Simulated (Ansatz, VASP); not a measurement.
# One calculation of MgO, two programs

The input INCAR:

```
SYSTEM = MgO
PREC = Accurate ; ENCUT = 600
EDIFF = 1E-6 ; ISMEAR = 0
SIGMA = 0.01 ; LREAL = .FALSE.
LASPH = .TRUE. ; NELM = 120
ALGO = Normal ; ISIF = 2
LWAVE = .FALSE. ; LCHARG = .FALSE.
GGA = CA ; NBANDS = 11
GGA_COMPAT = .FALSE.
```

KPOINTS

```
regular mesh
0
G
  7 7 7
  0 0 0
```

Contents of POSCAR:

```
MgO
1.0
    2.9380209000      0.0000000000      0.0000000000
   -1.4690104500      2.5444007400      0.0000000000
    0.0000000000      0.0000000000      2.6796800000
Mg O
1 1
Direct
    0.0000000000      0.0000000000      0.0000000000
    0.3333333333      0.6666666667      0.5000000000
```

Input for Ansatz:

```yaml
crystal:
  lattice:
    - [2.9380209, 0.0, 0.0]
    - [-1.46901045, 2.54440074, 0.0]
    - [0.0, 0.0, 2.67968]
  atoms:
    - { symbol: Mg, position: [0.0, 0.0, 0.0] }
    - { symbol: O, position: [0.3333333333333333, 0.6666666666666666, 0.5] }
kpoints:
  mp_grid:
    grid: [7, 7, 7]
  band_path:
    path:
      - [0.0, 0.0, 0.0]
      - [0.5, 0.0, 0.0]
      - [0.33333, 0.33333, 0.0]
      - [0.0, 0.0, 0.0]
      - [0.0, 0.0, 0.5]
      - [0.5, 0.0, 0.5]
      - [0.33333, 0.33333, 0.5]
      - [0.0, 0.0, 0.5]
    npoints: 6
hamiltonian:
  xc: lda
  pseudopotentials:
    kind: paw
scf:
  n_extra_bands: 6
  occupations:
    method: fixed
```

Alike in both runs: task single point; functional LDA; k mesh 7 × 7 × 7; no spin polarisation.

```csv
,VASP,Ansatz
version,VASP 6.6.1,Ansatz 0.2.0
potentials or method,"VASP PAW LDA potentials, release 64 (Mg, O)","plane waves, PAW"
plane-wave cutoff (eV),600,420
occupations,"gaussian, width 0.01 eV",fixed
valence electrons in the cell,8,16
```

|  | VASP | Ansatz | Ansatz less VASP |
| --- | --- | --- | --- |
| gap on the k mesh at the Fermi level (eV) | 2.96 | 2.96 | +0.001 |

LDA's correlation is that of Perdew and Zunger in VASP and of Perdew and Wang (1992) in Ansatz. VASP's potentials hold 8 valence electrons a cell and Ansatz's 16, so a difference there can come from the potentials and not from the codes.
